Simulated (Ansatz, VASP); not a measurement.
BN in VASP and in Ansatz

Contents of POSCAR:

```
BN
1.0
    0.0000000000      1.8130010000      1.8130010000
    1.8130010000      0.0000000000      1.8130010000
    1.8130010000      1.8130010000      0.0000000000
B N
1 1
Direct
   -0.0341267563      0.0341267563      0.0000000000
    0.7500000000      0.7500000000      0.7500000000
```

INCAR.step1

```
SYSTEM = BN
PREC = Accurate ; ENCUT = 520
ISMEAR = 0 ; SIGMA = 0.05
LREAL = .False. ; LASPH = .True.
NELM = 80 ; NBANDS = 11
GGA = PE ; ALGO = Normal
EDIFF = 1E-4 ; LWAVE = .True.
LCHARG = .False.
```

INCAR.step2

```
SYSTEM = BN
PREC = Accurate ; ENCUT = 520
EDIFF = 1E-6 ; ISMEAR = 0
SIGMA = 0.05 ; LREAL = .False.
LASPH = .True. ; NELM = 80
ALGO = Normal ; ISIF = 2
LWAVE = .False. ; LCHARG = .True.
METAGGA = R2SCAN ; LMIXTAU = .True.
LELF = .True. ; LVHAR = .True.
NBANDS = 11 ; ISTART = 1
```

The input KPOINTS:

```
regular mesh
0
Gamma
  12 12 12
  0 0 0
```

Input for Ansatz:

```yaml
crystal:
  lattice:
    - [0.0, 1.813001, 1.813001]
    - [1.813001, 0.0, 1.813001]
    - [1.813001, 1.813001, 0.0]
  atoms:
    - { symbol: B, position: [-0.0341267563, 0.0341267563, 0.0] }
    - { symbol: "N", position: [0.75, 0.75, 0.75] }
basis:
  ecutwfc: 500
kpoints:
  mp_grid: { grid: [12, 12, 12] }
hamiltonian:
  xc: r2scan
scf:
  occupations: { method: gaussian, width: 0.05 }
output:
  forces: true
  stress: true
  eigenvalues: true
```

Change from the starting cell: all B atoms moved +0.087 Å, as atom 1 along Cartesian [1 -1 0].

Alike in both runs: task single point; functional r2SCAN; k mesh 12 × 12 × 12; occupations gaussian, width 0.05 eV; no spin polarisation.

|  | VASP | Ansatz |
| --- | --- | --- |
| version | VASP 6.6.1 | Ansatz 0.2.0 |
| potentials or method | VASP PAW PBE potentials, release 64 (B, N), cutoff 520 eV | scalar-relativistic, plane waves, PAW |
| valence electrons in the cell | 8 | 8 |

Ansatz gave:

```
gap on the k mesh at the Fermi level (eV)                     : 4.17
least direct gap on the mesh (eV)                             : 8.30
pressure (GPa)                                                : -2.9
traceless stress, the component that is largest in VASP (GPa) : -2.40
rms of the force components (eV/Å)                            : 1.210
```

Q: Estimate VASP's values.

A: gap on the k mesh at the Fermi level (eV): 4.15; least direct gap on the mesh (eV): 8.29; pressure (GPa): -1.9; traceless stress, the component that is largest in VASP (GPa): -2.36; rms of the force components (eV/Å): 1.212.

VASP's potentials were made for PBE, not for r2SCAN. Atom by atom the forces differ by 0.002 eV/Å (rms over components). With one functional, cell and mesh, what is left measures potentials, basis and numerics.
